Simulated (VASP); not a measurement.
A run of VASP 6.6.1:

The input INCAR:

```
SYSTEM = Cd3SeS2
ALGO = Normal
EDIFF = 1E-6
EDIFFG = -0.01
ENCUT = 600
GGA = PE
IBRION = 2
ISIF = 3
ISMEAR = 0
LASPH = .True.
LCHARG = .False.
LREAL = .False.
LWAVE = .False.
NELM = 100
NSW = 100
PREC = Accurate
SIGMA = 0.02
```

File KPOINTS:

```
k-points
0
Gamma
  6 6 4
  0 0 0
```

Contents of POSCAR:

```
Cd3SeS2
1.0
    4.2570880532      0.0000000000      0.0000000000
   -2.1285440266      3.6867464002      0.0000000000
    0.0000000000      0.0000000000     10.4291055859
Cd Se S
3 1 2
Direct
    0.0000000000      0.0000000000      0.9906517094
    0.3333333333      0.6666666667      0.6666163748
    0.6666666667      0.3333333333      0.3428616373
    0.0000000000      0.0000000000      0.2481295158
    0.3333333333      0.6666666667      0.9130312976
    0.6666666667      0.3333333333      0.5887094651
```

Potentials or basis: VASP PAW PBE potentials, release 64 (Cd, Se, S).

Command:

```sh
$ cat potpaw_PBE.64/Cd/POTCAR potpaw_PBE.64/Se/POTCAR potpaw_PBE.64/S/POTCAR > POTCAR
$ mpirun -np 1 vasp_std > vasp.out
```

Hardware: 1 thread of Intel Xeon 8259CL, with other jobs on the host.

Estimate the wall time of this run.

It took 9.1 min on 1 thread of Intel Xeon 8259CL (shared host), peak memory 0.43 GiB. Counts: scf iterations 33, k points 24, ion steps 5.
